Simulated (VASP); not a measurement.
# Fe (Im-3m) in VASP: a series of runs, part 2 of 2

VASP 6.6.1.

## Step 3: Single point, PBE, collinear spin, ferromagnetic start

INCAR reads:

```
PREC = Accurate ; ENCUT = 520
EDIFF = 1E-6 ; ISMEAR = 0
SIGMA = 0.025 ; LREAL = False
LASPH = True ; NELM = 150
ALGO = Fast ; ISIF = 2
LWAVE = False ; LCHARG = True
ISPIN = 2 ; MAGMOM = 3
LORBIT = 11 ; LMAXMIX = 4
GGA = PE ; LELF = True
LVHAR = True ; NBANDS = 14
```

KPOINTS reads:

```
Automatic mesh
0
Gamma
  13 13 13
```

POSCAR reads:

```
Fe
1.0
   -1.4430000000      1.4430000000      1.4430000000
    1.4430000000     -1.4430000000      1.4430000000
    1.4430000000      1.4430000000     -1.4430000000
Fe
1
Direct
    0.0000000000      0.0000000000      0.0000000000
```

Potentials or basis: VASP PAW PBE potentials, release 64 (Fe).

Started as:

```console
$ cat potpaw_PBE.64/Fe/POTCAR > POTCAR
$ mpirun -np 1 vasp_std > vasp.out
```

OUTCAR:

```text
PREC = Accurate
   ENCUT = 520
   EDIFF = 1E-6
   ISMEAR = 0
   LREAL = False
   LASPH = True
   NELM = 150
   ISIF = 2
   ISPIN = 2
   LORBIT = 11
   GGA = PE

 ion  position               nearest neighbor table
   1  0.000  0.000  0.000-

  LATTYP: Found a body centered cubic cell.
 ALAT       =     2.8860000000

  Lattice vectors:

 A1 = (  -1.4430000000,   1.4430000000,   1.4430000000)
 A2 = (   1.4430000000,  -1.4430000000,   1.4430000000)
 A3 = (   1.4430000000,   1.4430000000,  -1.4430000000)

Analysis of symmetry for initial positions (statically):
=====================================================================
 Subroutine PRICEL returns:
 Original cell was already a primitive cell.

 Routine SETGRP: Setting up the symmetry group for a
 body centered cubic supercell.

 Subroutine GETGRP returns: Found 48 space group operations
 (whereof 48 operations were pure point group operations)
 out of a pool of 48 trial point group operations.

The static configuration has the point symmetry O_h .

Analysis of symmetry for dynamics (positions and initial velocities):
[... 598 lines left out ...]
      4       5.0553      1.00000
      5       6.9716      0.00000
      6       6.9717      0.00000
      7      29.4428      0.00000
      8      29.4428      0.00000
      9      29.4428      0.00000
     10      34.6179      0.00000
     11      34.6179      0.00000
     12      37.6940      0.00000
     13      37.7048      0.00000
     14      37.7048      0.00000
[... 379 lines left out ...]
      3       4.3267      1.00000
      4       6.7873      0.00000
      5       7.0860      0.00000
      6       7.3622      0.00000
      7      18.8596      0.00000
      8      22.5375      0.00000
      9      24.4794      0.00000
     10      31.3041      0.00000
     11      35.5519      0.00000
     12      37.5183      0.00000
     13      39.4019      0.00000
     14      42.8438      0.00000

 [... further k-points ...]
[... 5 lines left out ...]
  --------------------------------------------------------------------------------------
  -------------------------------------------------------------------------------------
  Total       -0.7125545     -0.7125545     -0.7125545      0.0000000      0.0000000     -0.0000000
  in kB      -94.9882058    -94.9882058    -94.9882058      0.0000000      0.0000000     -0.0000000
  external PRESSURE =     -94.9882058 kB  Pullay stress =       0.0000000 kB

 VOLUME and BASIS-vectors are now :
 -----------------------------------------------------------------------------
  energy-cutoff  :      520.00
  volume of cell :       12.02
      direct lattice vectors                 reciprocal lattice vectors
    -1.443000000  1.443000000  1.443000000     0.000000000  0.346500347  0.346500347
     1.443000000 -1.443000000  1.443000000     0.346500347  0.000000000  0.346500347
     1.443000000  1.443000000 -1.443000000     0.346500347  0.346500347  0.000000000

 POSITION                                       TOTAL-FORCE (eV/Angst)
 -----------------------------------------------------------------------------------
      0.00000      0.00000      0.00000         0.000000      0.000000      0.000000
 -----------------------------------------------------------------------------------
    total drift:                                0.000000     -0.000000      0.000000

  FREE ENERGIE OF THE ION-ELECTRON SYSTEM (eV)
  ---------------------------------------------------
  free  energy   TOTEN  =        -8.2163307352 eV

  energy  without entropy=       -8.2158600475  energy(sigma->0) =       -8.21609539

 total charge

# of ion       s       p       d       tot
------------------------------------------
    1        0.464   0.494   6.199   7.157

 magnetization (x)

# of ion       s       p       d       tot
------------------------------------------
    1       -0.014  -0.060   2.365   2.291
```

OSZICAR:

```text
N       E                     dE             d eps       ncg     rms          rms(c)
DAV:   1     0.216478182475E+02    0.21648E+02   -0.38267E+03  5140   0.678E+02
DAV:   2    -0.822464425322E+01   -0.29872E+02   -0.27289E+02  5136   0.126E+02
DAV:   3    -0.912397076509E+01   -0.89933E+00   -0.89430E+00  5698   0.232E+01
DAV:   4    -0.912704202247E+01   -0.30713E-02   -0.30710E-02  5430   0.121E+00
DAV:   5    -0.912705707393E+01   -0.15051E-04   -0.15052E-04  5786   0.894E-02    0.109E+01
RMM:   6    -0.830890064011E+01    0.81816E+00   -0.16650E+00  5898   0.139E+01    0.663E+00
RMM:   7    -0.823326413831E+01    0.75637E-01   -0.76195E-02  5941   0.306E+00    0.375E+00
RMM:   8    -0.822265318559E+01    0.10611E-01   -0.80037E-03  5898   0.665E-01    0.134E+00
RMM:   9    -0.821681608623E+01    0.58371E-02   -0.20785E-03  5835   0.303E-01    0.460E-01
RMM:  10    -0.821630071733E+01    0.51537E-03   -0.40720E-04  5967   0.217E-01    0.162E-01
RMM:  11    -0.821632294160E+01   -0.22224E-04   -0.13570E-04  5984   0.111E-01    0.678E-02
RMM:  12    -0.821632977380E+01   -0.68322E-05   -0.21464E-05  5917   0.352E-02    0.261E-02
RMM:  13    -0.821633073520E+01   -0.96140E-06   -0.31320E-06  5618   0.132E-02
   1 F= -.82163307E+01 E0= -.82160954E+01  d E =-.470688E-03  mag=     2.2783
```

stdout:

```text
POSCAR found type information on POSCAR Fe
 POSCAR found :  1 types and       1 ions
 scaLAPACK will be used
 LDA part: xc-table for (Slater+PW92), standard interpolation
 POSCAR, INCAR and KPOINTS ok, starting setup
 FFT: planning ... GRIDC
 FFT: planning ... GRID_SOFT
 FFT: planning ... GRID
 WAVECAR not read
 entering main loop
WARNING in EDDRMM: call to ZHEGV failed, returncode =   6  3     11
```

Wall time 14 s (1 thread of Intel Xeon 6975P-C (Granite Rapids), shared host); peak memory 0.14 GiB.

Results:

```yaml
Free_energy: -8.2163 eV
Pressure: -9.5 GPa
Net_moment: 2.28 μB per cell
Site_moments: Fe +2.29 μB
Valence_electrons_inside_the_program's_atomic_spheres: Fe 7.16
```

## Step 4: Relaxation of cell and atoms, PBE+D4, collinear spin, ferromagnetic start

INCAR reads:

```
SYSTEM = Fe
ALGO = Normal
EDIFF = 1E-6
EDIFFG = -0.02
ENCUT = 600
GGA = PE
IBRION = 2
ISIF = 3
ISMEAR = -1
ISPIN = 2
IVDW = 13
LASPH = .True.
LCHARG = .False.
LMAXMIX = 4
LORBIT = 11
LREAL = .False.
LWAVE = .False.
MAGMOM = 3
NELM = 150
NSW = 80
PREC = Accurate
SIGMA = 0.05
```

KPOINTS reads:

```
k-points
0
Gamma
  13 13 13
  0 0 0
```

POSCAR is that of step 3.

Potentials or basis: VASP PAW PBE potentials, release 64 (Fe).

Started as:

```console
$ cat potpaw_PBE.64/Fe/POTCAR > POTCAR
$ mpirun -np 1 vasp_std > vasp.out
```

OUTCAR:

```text
SYSTEM = Fe
   EDIFF = 1E-6
   EDIFFG = -0.02
   ENCUT = 600
   GGA = PE
   IBRION = 2
   ISIF = 3
   ISMEAR = -1
   ISPIN = 2
   IVDW = 13
   LASPH = .True.
   LORBIT = 11
   LREAL = .False.
   NELM = 150
   NSW = 80
   PREC = Accurate

 ion  position               nearest neighbor table
   1  0.000  0.000  0.000-

  LATTYP: Found a body centered cubic cell.
 ALAT       =     2.8860000000

  Lattice vectors:

 A1 = (  -1.4430000000,   1.4430000000,   1.4430000000)
 A2 = (   1.4430000000,  -1.4430000000,   1.4430000000)
 A3 = (   1.4430000000,   1.4430000000,  -1.4430000000)

Analysis of symmetry for initial positions (statically):
=====================================================================
 Subroutine PRICEL returns:
 Original cell was already a primitive cell.

 Routine SETGRP: Setting up the symmetry group for a
 body centered cubic supercell.

 Subroutine GETGRP returns: Found 48 space group operations
 (whereof 48 operations were pure point group operations)
 out of a pool of 48 trial point group operations.

The static configuration has the point symmetry O_h .

Analysis of symmetry for dynamics (positions and initial velocities):
=====================================================================
 Subroutine PRICEL returns:
 Original cell was already a primitive cell.

 Routine SETGRP: Setting up the symmetry group for a
 body centered cubic supercell.

 Subroutine GETGRP returns: Found 48 space group operations
 (whereof 48 operations were pure point group operations)
 out of a pool of 48 trial point group operations.

The dynamic configuration has the point symmetry O_h .

Analysis of structural, dynamic, and magnetic symmetry:
=====================================================================
 Subroutine PRICEL returns:
 Original cell was already a primitive cell.

 Routine SETGRP: Setting up the symmetry group for a
 body centered cubic supercell.

 Subroutine GETGRP returns: Found 48 space group operations
 (whereof 48 operations were pure point group operations)
 out of a pool of 48 trial point group operations.

The overall configuration has the point symmetry O_h .

 Subroutine INISYM returns: Found 48 space group operations
 (whereof 48 operations are pure point group operations),
 and found     1 'primitive' translations

[... 120 lines left out ...]
   IVDW    =    13    specifies the selected vdW correction
   LEPSILON=     F    determine dielectric tensor
   LRPA    =     F    only Hartree local field effects (RPA)
 conjugate gradient relaxation of ions
 spin polarized calculation
  energy-cutoff  :      600.00
  volume of cell :       12.02
 maximum number of plane-waves:       415
   NGX =  9   NGY =  9   NGZ =  9

--------------------------------------- Ionic step        1  -------------------------------------------

 number of electron       7.9999995 magnetization       2.2853543

 Free energy of the ion-electron system (eV)
  ---------------------------------------------------
  ext. energy  EPLUGINS =         0.00000000
  ---------------------------------------------------
  free energy    TOTEN  =        -8.22100393 eV

  energy without entropy =       -8.21075040  energy(sigma->0) =       -8.21587716

------------------------ aborting loop because EDIFF is reached ----------------------------------------

  DFT-D4 for vdW energy calculation

  Edisp (eV):   -0.33442
[... 69 lines left out ...]
--------------------------------------- Ionic step        3  -------------------------------------------

 number of electron       8.0000004 magnetization       2.0962938

 Free energy of the ion-electron system (eV)
  ---------------------------------------------------
  ext. energy  EPLUGINS =         0.00000000
  ---------------------------------------------------
  free energy    TOTEN  =        -8.24036917 eV

  energy without entropy =       -8.23188433  energy(sigma->0) =       -8.23612675

 E-fermi :   6.1687     XC(G=0): -13.2889

 val. band max:        6.1675059817   @ k =  -0.3846   0.4615   0.2308
 cond. band min:       6.1744066361   @ k =   0.1538   0.0000   0.0000
 fundamental gap:      0.0069006544
 Fermi energy:         6.1686660840

 spin component 1

 k-point     1 :       0.0000    0.0000    0.0000
  band No.  band energies     occupation
      1      -2.4699      1.00000
      2       3.8037      1.00000
      3       3.8037      1.00000
      4       3.8037      1.00000
      5       5.0526      1.00000
      6       5.0526      1.00000
      7      31.4536      0.00000
      8      31.4536      0.00000
      9      31.4536      0.00000
     10      36.7284      0.00000
[... 287 lines left out ...]
 k-point    24 :       0.2308    0.0769    0.0769
  band No.  band energies     occupation
      1       0.9904      1.00000
      2       2.9318      1.00000
      3       3.3504      1.00000
      4       5.0149      1.00000
      5       5.1680      1.00000
      6       6.3535      0.02420
      7      19.8842      0.00000
      8      23.9259      0.00000
      9      26.0520      0.00000
     10      33.3226      0.00000

 [... further k-points ...]

 spin component 2

 k-point     1 :       0.0000    0.0000    0.0000
  band No.  band energies     occupation
      1      -2.3063      1.00000
      2       5.6005      0.99999
      3       5.6006      0.99999
      4       5.6006      0.99999
      5       7.7505      0.00000
      6       7.7507      0.00000
      7      31.2137      0.00000
      8      31.2137      0.00000
      9      31.2137      0.00000
     10      36.9458      0.00000
[... 331 lines left out ...]
  FREE ENERGIE OF THE ION-ELECTRON SYSTEM (eV)
  ---------------------------------------------------
  free  energy   TOTEN  =        -8.6035577080 eV

  energy  without entropy=       -8.5950728666  energy(sigma->0) =       -8.59931529

 reached required accuracy - stopping structural energy minimisation

 total charge

# of ion       s       p       d       tot
------------------------------------------
    1        0.500   0.568   6.265   7.333

 magnetization (x)

# of ion       s       p       d       tot
------------------------------------------
    1       -0.013  -0.057   2.159   2.089
```

OSZICAR:

```text
N       E                     dE             d eps       ncg     rms          rms(c)
DAV:   1     0.203621517057E+02    0.20362E+02   -0.43802E+03  3512   0.106E+03
DAV:   2    -0.855917305741E+01   -0.28921E+02   -0.26695E+02  3402   0.138E+02
[... 28 lines left out ...]
DAV:   4    -0.824304768391E+01    0.31559E-02   -0.23190E-03  3760   0.760E-01    0.500E-01
DAV:   5    -0.824032279565E+01    0.27249E-02   -0.40036E-03  3550   0.646E-01    0.882E-02
DAV:   6    -0.824035994582E+01   -0.37150E-04   -0.10077E-04  3546   0.114E-01    0.359E-02
DAV:   7    -0.824036533603E+01   -0.53902E-05   -0.93471E-06  3520   0.505E-02    0.226E-02
DAV:   8    -0.824036915094E+01   -0.38149E-05   -0.28930E-06  3484   0.217E-02    0.460E-03
DAV:   9    -0.824036917247E+01   -0.21530E-07   -0.13009E-07  1682   0.458E-03
   3 F= -.86035577E+01 E0= -.85993153E+01  d E =-.481319E-01  mag=     2.0963
```

Run time: 25 s. Hardware: 1 thread of Intel Xeon 6975P-C (Granite Rapids), shared host; peak memory 0.15 GiB.

Results:

| Property | Result |
| --- | --- |
| Free energy | -8.6036 eV |
| Relaxed volume | 11.03 Å³/atom |
| Relaxed cell | a = 2.429 Å, b = 2.429 Å, c = 2.429 Å, α = 109.47°, β = 109.47°, γ = 109.47° |
| Space group after relaxing (to 0.05 Å) | Im-3m (No. 229) |
| Energy gained by relaxing | 48.1 meV/atom |
| Ionic steps | 3 |
| Pressure after relaxing | 0.1 GPa |
| Net moment | 2.10 μB per cell |
| Site moments | Fe +2.09 μB |
| Valence electrons inside the program's atomic spheres | Fe 7.33 |
| Dispersion energy per atom | -0.363 eV |

Step by step:
```
step  energy change (eV)  largest force (eV/Å)  pressure (GPa)  volume (Å³)
   1              0.0000                0.0000          -13.48        12.02
   2             -0.0160                0.0000           16.01        10.34
   3             -0.0481                0.0000            0.05        11.03
```

Final structure:
```
Fe
1.0
    -1.40212    1.40212    1.40212
     1.40212   -1.40212    1.40212
     1.40212    1.40212   -1.40212
Fe
1
Direct
  0.00000 0.00000 0.00000
```

Caveat: pairwise dispersion overbinds metals, which lowers pressure and volume.

## Step 5: Single point, PBEsol, collinear spin, ferromagnetic start

INCAR reads:

```
SYSTEM = Fe
PREC = Accurate ; ENCUT = 520
EDIFF = 1E-6 ; ISMEAR = -1
SIGMA = 0.05 ; LREAL = .False.
LASPH = .True. ; NELM = 150
ALGO = Fast ; ISIF = 2
LWAVE = .False. ; LCHARG = .False.
ISPIN = 2 ; MAGMOM = 3
LORBIT = 11 ; LMAXMIX = 4
GGA = PS ; NBANDS = 14
```

KPOINTS reads:

```
regular mesh
0
Gamma
  11 11 11
  0 0 0
```

POSCAR is that of step 4.

Started as:

```console
$ cat potpaw_PBE.64/Fe/POTCAR > POTCAR
$ mpirun -np 1 vasp_std > vasp.out
```

Run time: 9.7 s. Hardware: 1 thread of Intel Xeon 6975P-C (Granite Rapids), shared host; peak memory 0.13 GiB.

It converged, with:

```yaml
Free_energy: -8.8488 eV
Pressure: -18.1 GPa
Net_moment: 2.28 μB per cell
Site_moments: Fe +2.28 μB
Valence_electrons_inside_the_program's_atomic_spheres: Fe 7.16
```

Levels at points of the mesh, in eV from the Fermi level:
Spin up:
```
           k point  band 3  band 4  band 5  band 6  band 7  band 8
(0.00, 0.00, 0.00)   -2.16   -2.16   -1.00   -1.00   24.44   24.44
```
Spin down:
| k point | band 1 | band 2 | band 3 | band 4 | band 5 | band 6 |
| --- | --- | --- | --- | --- | --- | --- |
| (0.00, 0.00, 0.00) | -7.88 | -0.14 | -0.14 | -0.14 | 1.70 | 1.70 |

Caveat: the PAW data sets were made with another functional, which shifts forces and pressure a little.

## Step 6: Summary

```tsv
task	level	cell	k mesh	cutoff (eV)	smearing	gap on the mesh (eV)	pressure (GPa)	moment (μB)
single point	BLYP	as given	13 × 13 × 13	520	fermi-dirac 0.05 eV	none	-2.1	2.22
single point	PBE	as given	13 × 13 × 13	520	gaussian 0.025 eV	none	-9.5	2.28
relaxation of cell and atoms	PBE+D4	relaxed	13 × 13 × 13	600	fermi-dirac 0.05 eV	none	0.1	2.10
single point	PBEsol	as given	11 × 11 × 11	520	fermi-dirac 0.05 eV	none	-18.1	2.28
```

Alike in all rows: potentials or basis VASP PAW PBE potentials, release 64 (Fe); spin collinear, ferromagnetic start.

Every run on the cell as given and a fine mesh finds a metal. The pressure there spans -18.1 GPa (PBEsol) to -2.1 GPa (BLYP); a positive pressure means that this level wants a larger cell, a negative one a smaller.

Caveats: the PAW data sets were made with another functional, which shifts forces and pressure a little (some runs); pairwise dispersion overbinds metals, which lowers pressure and volume (some runs).

Absolute energies hang on the potentials; compare differences alone.
